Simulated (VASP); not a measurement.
Wanted: the native input for a VASP 6.6.1 run.

```
Task                   : single point
Functional             : PBE
Potentials or basis    : VASP PAW PBE potentials, release 64 (Sc_sv)
Cutoff                 : 520 eV
k mesh                 : 12 × 12 × 4
Occupations            : fermi-dirac, width 0.05 eV
Spin                   : no spin polarisation
Dipole correction      : no
Further INCAR settings : ALGO = Normal; EDIFF = 1e-07; NBANDS = 30
```

The structure of Sc lies in POSCAR:

```
Sc
1.0
    2.9146950570      0.0000000000      0.0000000000
   -1.4573475285      2.5241999637      0.0000000000
    0.0000000000      0.0000000000      9.3742870429
Sc
4
Direct
    0.0000000000      0.0000000000      0.0000000000
    0.0000000000      0.0000000000      0.5000000000
    0.3333333333      0.6666666667      0.2500000000
    0.6666666667      0.3333333333      0.7500000000
```

This cell differs from its parent crystal: volume scaled by 0.7.

The input as run:

INCAR

```
ALGO = Normal
EDIFF = 1E-7
ENCUT = 520
GGA = PE
ISIF = 2
ISMEAR = -1
LASPH = True
LCHARG = False
LREAL = False
LWAVE = False
NBANDS = 30
NELM = 80
PREC = Accurate
SIGMA = 0.05
```

KPOINTS

```
k-points
0
Gamma
  12 12 4
```

Potentials or basis: VASP PAW PBE potentials, release 64 (Sc_sv).

The run is started by

```bash
$ cat potpaw_PBE.64/Sc_sv/POTCAR > POTCAR
$ mpirun -np 1 vasp_std > vasp.out
```

It gave:

| Property | Result |
| --- | --- |
| Pressure | 32.3 GPa |
| Band gap on the k mesh | zero (band 22 reaches 7.44 eV, above the bottom of band 23 at 5.65 eV) |

Run time: 96 s on 1 thread of Intel(R) Xeon(R) Platinum 8488C (Sapphire Rapids) (shared host), peak memory 0.23 GiB.
